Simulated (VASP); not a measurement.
A run of VASP 6.6.1:

Contents of POSCAR:

```
CdS
1.0
    4.1347992034      0.0000000000      0.0000000000
   -2.0673996017      3.5808411497      0.0000000000
    0.0000000000      0.0000000000      6.7490000000
Cd S
2 2
Direct
    0.3333333333      0.6666666667      0.0000000000
    0.6666666667      0.3333333333      0.5000000000
    0.3333333333      0.6666666667      0.3850000000
    0.6666666667      0.3333333333      0.8850000000
```

Contents of INCAR.step1:

```
SYSTEM = CdS
ALGO = Normal
EDIFF = 1E-4
ENCUT = 520
GGA = PE
ISMEAR = 0
LASPH = .TRUE.
LCHARG = .FALSE.
LREAL = .FALSE.
LWAVE = .TRUE.
NBANDS = 26
NELM = 80
PREC = Accurate
SIGMA = 0.05
```

The input INCAR.step2:

```
SYSTEM = CdS
ALGO = Normal
EDIFF = 1E-6
ENCUT = 520
ISIF = 2
ISMEAR = 0
ISTART = 1
LASPH = .TRUE.
LCHARG = .FALSE.
LMIXTAU = .TRUE.
LREAL = .FALSE.
LWAVE = .FALSE.
METAGGA = R2SCAN
NBANDS = 26
NELM = 80
PREC = Accurate
SIGMA = 0.05
```

KPOINTS

```
k-points
0
G
  12 12 4
  0 0 0
```

Potentials or basis: VASP PAW PBE potentials, release 64 (Cd, S).

Launch:

```bash
$ cat potpaw_PBE.64/Cd/POTCAR potpaw_PBE.64/S/POTCAR > POTCAR
$ cp INCAR.step1 INCAR
$ mpirun -np 1 vasp_std > vasp.out
$ cp INCAR.step2 INCAR
$ mpirun -np 1 vasp_std > vasp.out
```

Hardware: 1 thread of Intel(R) Xeon(R) Platinum 8488C (Sapphire Rapids) (shared host).

Task: Estimate the wall time of this run.

Result: It took 4.4 min on 1 thread of Intel(R) Xeon(R) Platinum 8488C (Sapphire Rapids) (shared host), peak memory 0.3 GiB. Counts: k points 57.
